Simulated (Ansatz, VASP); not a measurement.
# Be2SbP3 in VASP and in Ansatz

```
Be Sb P
1.0
     4.05868    0.00000    0.00000
    -2.02934    3.51492    0.00000
     0.00000    0.00000    7.40417
Be Sb P
2 1 3
Direct
  0.33333 0.66667 0.73393
  0.33333 0.66667 0.26670
  0.00000 0.00000 0.51436
  0.66667 0.33333 0.48229
  0.66667 0.33333 0.03429
  0.00000 0.00000 0.96844
```

Change from the starting cell: species swapped into the Ce2Ga3Cu type (P3m1, No. 156).

Alike in both runs: task single point; functional PBE; k mesh 6 × 6 × 4; occupations gaussian, width 0.1 eV; no spin polarisation.

|  | VASP | Ansatz |
| --- | --- | --- |
| version | VASP 6.6.1 | Ansatz 0.2.0 |
| potentials or method | VASP PAW PBE potentials, release 64 (Be, Sb, P), cutoff 520 eV | scalar-relativistic, plane waves, PAW |
| valence electrons in the cell | 24 | 34 |

VASP gave:

| Quantity | Value |
| --- | --- |
| gap on the k mesh at the Fermi level (eV) | none |
| pressure (GPa) | 6.3 |
| traceless stress, the component that is largest in VASP (GPa) | -14.16 |
| rms of the force components (eV/Å) | 0.404 |

Problem. What did Ansatz give for the same quantities?

Solution. gap on the k mesh at the Fermi level (eV): none; pressure (GPa): 6.0; traceless stress, the component that is largest in VASP (GPa): -13.92; rms of the force components (eV/Å): 0.396.

Atom by atom the forces differ by 0.008 eV/Å (rms over components). A gap of «none» marks a metal or a gap that the smearing closes. VASP's potentials hold 24 valence electrons a cell and Ansatz's 34, so a difference there can come from the potentials and not from the codes.

Neither program's run includes spin-orbit coupling.
